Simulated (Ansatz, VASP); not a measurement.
Al in VASP and in Ansatz

Contents of INCAR:

```
SYSTEM = Al
PREC     = Accurate       ! precision mode
ENCUT    = 600            ! plane-wave cutoff, eV
EDIFF    = 1E-7           ! SCF threshold, eV
ISMEAR   = -1             ! smearing method
SIGMA    = 0.15           ! smearing width, eV
LREAL    = .False.        ! projectors in reciprocal space
LASPH    = .True.         ! aspherical terms in the spheres
NELM     = 100            ! most SCF steps
ALGO     = Normal         ! electronic algorithm
ISIF     = 3              ! what is computed and relaxed
LWAVE    = .False.        ! write WAVECAR
LCHARG   = .False.        ! write CHGCAR
GGA      = CA             ! functional
IBRION   = 2              ! ionic algorithm
NSW      = 80             ! ionic steps
EDIFFG   = -0.001         ! ionic threshold
```

Contents of KPOINTS:

```
Automatic mesh
0
Gamma
  18 18 10
  0 0 0
```

Contents of POSCAR:

```
Al
1.0
    2.8025139203      0.0000000000      0.0000000000
   -1.4012569601      2.4270482495      0.0000000000
    0.0000000000      0.0000000000      4.6857841435
Al
2
Direct
    0.6666666667      0.3333333333      0.7500000000
    0.3333333333      0.6666666667      0.2500000000
```

Input for Ansatz:

```yaml
crystal:
  lattice:
    - [2.8025139203, 0.0, 0.0]
    - [-1.4012569601, 2.4270482495, 0.0]
    - [0.0, 0.0, 4.6857841435]
  atoms:
    - { symbol: Al, position: [0.6666666667, 0.3333333333, 0.75] }
    - { symbol: Al, position: [0.3333333333, 0.6666666667, 0.25] }
basis:
  ecutwfc: 420
kpoints:
  mp_grid: { grid: [18, 18, 10] }
hamiltonian:
  xc: lda
scf:
  occupations: { method: fermi_dirac, width: 0.15 }
output:
  forces: true
  stress: true
  eigenvalues: true
relax:
  adjacent_minimum: "off"
  f_tol: 0.001
  max_steps: 60
  cell: { stress_tol: 0.01 }
```

Alike in both runs: task relaxation of cell and atoms; functional LDA; k mesh 18 × 18 × 10; occupations fermi-dirac, width 0.15 eV; no spin polarisation.

|  | VASP | Ansatz |
| --- | --- | --- |
| version | VASP 6.6.1 | Ansatz 0.2.0 |
| potentials or method | VASP PAW LDA potentials, release 64 (Al), cutoff 600 eV | scalar-relativistic, plane waves, PAW |
| valence electrons in the cell | 6 | 6 |

Ansatz gave:

```
gap on the k mesh at the Fermi level, each at its own relaxed structure (eV) : none
relaxed volume (Å³/atom)                                                     : 15.96
relaxed cell length with the largest relative difference (Å)                 : 2.817
```

Estimate VASP's values.

gap on the k mesh at the Fermi level, each at its own relaxed structure (eV): none; relaxed volume (Å³/atom): 15.97; relaxed cell length with the largest relative difference (Å): 2.818.

LDA's correlation is that of Perdew and Zunger in VASP and of Perdew and Wang (1992) in Ansatz. A gap of «none» marks a metal or a gap that the smearing closes.
